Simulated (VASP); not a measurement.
Wanted: the native input for a VASP 6.6.1 run.

| Item | Value |
| --- | --- |
| Task | electric field gradients |
| Functional | LDA |
| Potentials or basis | VASP PAW LDA potentials, release 64 (Li_sv, Pb_d) |
| Cutoff | 520 eV |
| k mesh | 10 × 10 × 10 |
| Occupations | fermi-dirac, width 0.03 eV |
| Spin | no spin polarisation |
| Dipole correction | no |
| Further INCAR settings | ALGO = Normal; EDIFF = 1e-08; NBANDS = 16 |

The structure of LiPb lies in POSCAR:

```
LiPb
1.0
    3.4743995703      0.0000000000      0.0000000000
    0.0000000000      3.4743995703      0.0000000000
    0.0000000000      0.0000000000      3.4743995703
Li Pb
1 1
Direct
    0.5000000000      0.5000000000      0.5000000000
    0.0000000000      0.0000000000      0.0000000000
```

This cell differs from its parent crystal: volume scaled by 0.96.

One way to write it, as run:

INCAR

```
PREC = Accurate
ENCUT = 520
EDIFF = 1E-8
ISMEAR = -1
SIGMA = 0.03
LREAL = F
LASPH = T
NELM = 80
ALGO = Normal
ISIF = 2
LWAVE = F
LCHARG = F
GGA = CA
LEFG = T
NBANDS = 16
```

KPOINTS

```
Automatic mesh
0
Gamma
  10 10 10
```

Potentials or basis: VASP PAW LDA potentials, release 64 (Li_sv, Pb_d).

Command:

```bash
$ cat potpaw_LDA.64/Li_sv/POTCAR potpaw_LDA.64/Pb_d/POTCAR > POTCAR
$ mpirun -np 1 vasp_std > vasp.out
```

Wall time 15 s on 1 thread of AMD EPYC 9R45 96-Core Processor (Zen 5), with other jobs on the host, peak memory 0.13 GiB.
